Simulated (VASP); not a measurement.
# CdSe (Fm-3m) in VASP: settings compared

The runs below take CdSe through single point, with PBEsol, LDA.

Everything below comes from runs of VASP 6.6.1. Logs are shortened: lines on timing, memory, paths and dates and some standing lists are left out, and cuts for length are marked.

**1. The cell of the first run**

Symmetry: Fm-3m, No. 225, cubic system. The conventional cell has a = 5.709 Å, b = 5.709 Å, c = 5.709 Å, α = 90.00°, β = 90.00°, γ = 90.00°. Cd (site symmetry m-3m) has 6 Se at 2.85 Å within 3.8 Å. Within 3.8 Å of Se (site symmetry m-3m) lie 6 Cd at 2.85 Å.

**2. Single point, PBEsol (volume scaled by 0.98)**

The input, INCAR:

```
ALGO     = Normal         # electronic algorithm
EDIFF    = 1E-6           # SCF threshold, eV
ENCUT    = 520            # plane-wave cutoff, eV
GGA      = PS             # functional
ISIF     = 2              # what is computed and relaxed
ISMEAR   = -1             # smearing method
LASPH    = True           # aspherical terms in the spheres
LCHARG   = False          # write CHGCAR
LREAL    = False          # projectors in reciprocal space
LWAVE    = False          # write WAVECAR
NBANDS   = 16             # bands
NELM     = 60             # most SCF steps
PREC     = Accurate       # precision mode
SIGMA    = 0.05           # smearing width, eV
```

The input, KPOINTS:

```
k-points
0
Gamma
  8 8 8
```

The input, POSCAR:

```
CdSe
1.0
    0.0000000000      2.8546691101      2.8546691101
    2.8546691101      0.0000000000      2.8546691101
    2.8546691101      2.8546691101      0.0000000000
Cd Se
1 1
Direct
    0.0000000000      0.0000000000      0.0000000000
    0.5000000000      0.5000000000      0.5000000000
```

Potentials or basis: VASP PAW PBE potentials, release 64 (Cd, Se).

On the command line:

```console
$ cat potpaw_PBE.64/Cd/POTCAR potpaw_PBE.64/Se/POTCAR > POTCAR
$ mpirun -np 1 vasp_std > vasp.out
```

OUTCAR:

```text
EDIFF = 1E-6
   ENCUT = 520
   GGA = PS
   ISIF = 2
   ISMEAR = -1
   LASPH = True
   LREAL = False
   NELM = 60
   PREC = Accurate

 ion  position               nearest neighbor table
   1  0.000  0.000  0.000-   2 2.85   2 2.85   2 2.85   2 2.85   2 2.85   2 2.85
   2  0.500  0.500  0.500-   1 2.85   1 2.85   1 2.85   1 2.85   1 2.85   1 2.85

  LATTYP: Found a face centered cubic cell.
 ALAT       =     5.7093382202

  Lattice vectors:

 A1 = (   0.0000000000,   2.8546691101,   2.8546691101)
 A2 = (   2.8546691101,   0.0000000000,   2.8546691101)
 A3 = (   2.8546691101,   2.8546691101,   0.0000000000)

Analysis of symmetry for initial positions (statically):
=====================================================================
 Subroutine PRICEL returns:
 Original cell was already a primitive cell.

 Routine SETGRP: Setting up the symmetry group for a
 face centered cubic supercell.

 Subroutine GETGRP returns: Found 48 space group operations
 (whereof 48 operations were pure point group operations)
 out of a pool of 48 trial point group operations.

The static configuration has the point symmetry O_h .

Analysis of symmetry for dynamics (positions and initial velocities):
=====================================================================
 Subroutine PRICEL returns:
 Original cell was already a primitive cell.

 Routine SETGRP: Setting up the symmetry group for a
 face centered cubic supercell.

 Subroutine GETGRP returns: Found 48 space group operations
 (whereof 48 operations were pure point group operations)
 out of a pool of 48 trial point group operations.

The dynamic configuration has the point symmetry O_h .

 Subroutine INISYM returns: Found 48 space group operations
 (whereof 48 operations are pure point group operations),
 and found     1 'primitive' translations

----------------------------------------------------------------------------------------

                                     Primitive cell

  volume of cell :      46.5262

  direct lattice vectors                    reciprocal lattice vectors
     0.000000000  2.854669110  2.854669110    -0.175151648  0.175151648  0.175151648
     2.854669110  0.000000000  2.854669110     0.175151648 -0.175151648  0.175151648
     2.854669110  2.854669110  0.000000000     0.175151648  0.175151648 -0.175151648

  length of vectors
     4.037111772  4.037111772  4.037111772     0.303371554  0.303371554  0.303371554

  position of ions in fractional coordinates (direct lattice)
     0.000000000  0.000000000  0.000000000
     0.500000000  0.500000000  0.500000000

[... 77 lines left out ...]
   LREAL  =      F    real-space projection
   EDIFFG = 0.1E-04   stopping-criterion for IOM
   NSW    =      0    number of steps for IOM
   IBRION =     -1    ionic relax: 0-MD 1-quasi-New 2-CG
   NFREE  =      0    steps in history (QN), initial steepest desc. (CG)
   ISIF   =      2    stress and relaxation
   ISYM   =      2    0-nonsym 1-usesym 2-fastsym
   POTIM  = 0.5000    time-step for ionic-motion
   TEBEG  =    0.0;   TEEND  =   0.0 temperature during run
   PSTRESS=    0.0 pullay stress
   NELECT =      18.0000    total number of electrons
   NUPDOWN=      -1.0000    fix difference up-down
   EMIN   =  10.00;   EMAX   =-10.00  energy-range for DOS
   EFERMI =   0.00;   METHOD = LEGACY
   ISMEAR =    -1;   SIGMA  =   0.05  broadening in eV -4-tet -1-fermi 0-gaus
   EFERMI_NEDOS =   21; number of points for ismear=-14 and -15
   IALGO  =     38    algorithm
   IMIX   =      4    mixing-type and parameters
     AMIX     =   0.40;   BMIX     =  1.00
     AMIX_MAG =   1.60;   BMIX_MAG =  1.00
  volume/ion in A,a.u.               =      23.26       156.99
  Fermi-wavevector in a.u.,A,eV,Ry     =   1.192889  2.254233 19.360862  1.422983
  Thomas-Fermi vector in A             =   2.328916
   LORBIT       =      0    0 simple, 1 ext, 2 COOP (PROOUT), +10 PAW based schemes
   GGA     = PS    functional components
   LHFCALC =     F    Hartree Fock is set to
   AEXX    =    0.0000 exact exchange contribution
   IVDW    =     0    specifies the selected vdW correction
   LEPSILON=     F    determine dielectric tensor
   LRPA    =     F    only Hartree local field effects (RPA)
 non-spin polarized calculation
  energy-cutoff  :      520.00
  volume of cell :       46.53
 maximum number of plane-waves:      1283
   NGX = 15   NGY = 15   NGZ = 15

 number of electron      18.0000003 magnetization

 Free energy of the ion-electron system (eV)
  ---------------------------------------------------
  ext. energy  EPLUGINS =         0.00000000
  ---------------------------------------------------
  free energy    TOTEN  =        -5.97887393 eV

  energy without entropy =       -5.97586912  energy(sigma->0) =       -5.97737152

 E-fermi :   2.4039     XC(G=0): -10.2849

 val. band max:        2.3553359490   @ k =   0.0000   0.0000   0.0000
 cond. band min:       2.5920156058   @ k =   0.3750   0.3750   0.0000
 fundamental gap:      0.2366796567
 Fermi energy:         2.4038929232

 k-point     1 :       0.0000    0.0000    0.0000
  band No.  band energies     occupation
      1     -10.7248      2.00000
      2      -5.6083      2.00000
      3      -5.6083      2.00000
      4      -5.5898      2.00000
      5      -5.5898      2.00000
      6      -5.5898      2.00000
[... 433 lines left out ...]
      3      -5.6535      2.00000
      4      -5.6293      2.00000
      5      -5.4305      2.00000
      6      -5.3702      2.00000
[... 8 lines left out ...]
     15      13.4384      0.00000
     16      16.2591      0.00000

 [... further k-points ...]

------------------------ aborting loop because EDIFF is reached ----------------------------------------

  FORCE on cell =-STRESS in cart. coord.  units (eV):
  Direction    XX          YY          ZZ          XY          YZ          ZX
  --------------------------------------------------------------------------------------
  -------------------------------------------------------------------------------------
  Total       -0.6839302     -0.6839302     -0.6839302     -0.0000000      0.0000000      0.0000000
  in kB      -23.5518506    -23.5518506    -23.5518506     -0.0000000      0.0000000      0.0000000
  external PRESSURE =     -23.5518506 kB  Pullay stress =       0.0000000 kB

 VOLUME and BASIS-vectors are now :
 -----------------------------------------------------------------------------
  energy-cutoff  :      520.00
  volume of cell :       46.53
      direct lattice vectors                 reciprocal lattice vectors
     0.000000000  2.854669110  2.854669110    -0.175151648  0.175151648  0.175151648
     2.854669110  0.000000000  2.854669110     0.175151648 -0.175151648  0.175151648
     2.854669110  2.854669110  0.000000000     0.175151648  0.175151648 -0.175151648

 POSITION                                       TOTAL-FORCE (eV/Angst)
 -----------------------------------------------------------------------------------
      0.00000      0.00000      0.00000         0.000000      0.000000      0.000000
      2.85467      2.85467      2.85467        -0.000000     -0.000000     -0.000000
 -----------------------------------------------------------------------------------
    total drift:                               -0.000000      0.000000      0.000000

  FREE ENERGIE OF THE ION-ELECTRON SYSTEM (eV)
  ---------------------------------------------------
  free  energy   TOTEN  =        -5.9788739298 eV

  energy  without entropy=       -5.9758691163  energy(sigma->0) =       -5.97737152
```

OSZICAR:

```text
N       E                     dE             d eps       ncg     rms          rms(c)
DAV:   1     0.110026782838E+03    0.11003E+03   -0.91611E+03   944   0.105E+03
DAV:   2    -0.256256447665E+01   -0.11259E+03   -0.10558E+03  1144   0.253E+02
DAV:   3    -0.638757697581E+01   -0.38250E+01   -0.38193E+01  1072   0.492E+01
DAV:   4    -0.639976563067E+01   -0.12189E-01   -0.12188E-01  1152   0.274E+00
DAV:   5    -0.639981979499E+01   -0.54164E-04   -0.54164E-04  1104   0.157E-01    0.527E+00
DAV:   6    -0.600660395651E+01    0.39322E+00   -0.62007E-01  1240   0.100E+01    0.457E+00
DAV:   7    -0.598155620082E+01    0.25048E-01   -0.10760E-01  1024   0.237E+00    0.226E+00
DAV:   8    -0.597906269730E+01    0.24935E-02   -0.11938E-02  1104   0.131E+00    0.192E-01
DAV:   9    -0.597887434212E+01    0.18836E-03   -0.10710E-03  1176   0.417E-01    0.356E-02
DAV:  10    -0.597886837394E+01    0.59682E-05   -0.12762E-04  1080   0.150E-01    0.331E-02
DAV:  11    -0.597887395136E+01   -0.55774E-05   -0.13092E-05  1040   0.350E-02    0.166E-02
DAV:  12    -0.597887392975E+01    0.21611E-07   -0.66242E-07   616   0.106E-02
   1 F= -.59788739E+01 E0= -.59773715E+01  d E =-.300481E-02
```

stdout:

```text
POSCAR found type information on POSCAR CdSe
 POSCAR found :  2 types and       2 ions
 scaLAPACK will be used
 -----------------------------------------------------------------------------
|                                                                             |
|                                                                             |
|     You enforced a specific xc type in the INCAR file but a different       |
|     I HOPE YOU KNOW WHAT YOU ARE DOING!                                     |
|                                                                             |
 -----------------------------------------------------------------------------

 LDA part: xc-table for (Slater+PW92), standard interpolation
 POSCAR, INCAR and KPOINTS ok, starting setup
 FFT: planning ... GRIDC
 FFT: planning ... GRID_SOFT
 FFT: planning ... GRID
 WAVECAR not read
 entering main loop
```

Wall time 8.9 s (1 thread of Intel Xeon 6975P-C (Granite Rapids), shared host); peak memory 0.17 GiB.

What came out:

```yaml
Free_energy: -5.9789 eV
Pressure: -2.4 GPa
Band_gap_on_the_k_mesh: zero (band 9 reaches 2.30 eV, above the bottom of band 10 at 1.76 eV)
```

Caveat: the PAW data sets were made with another functional, which shifts forces and pressure a little.

(Part 1 of 3 ends here.)
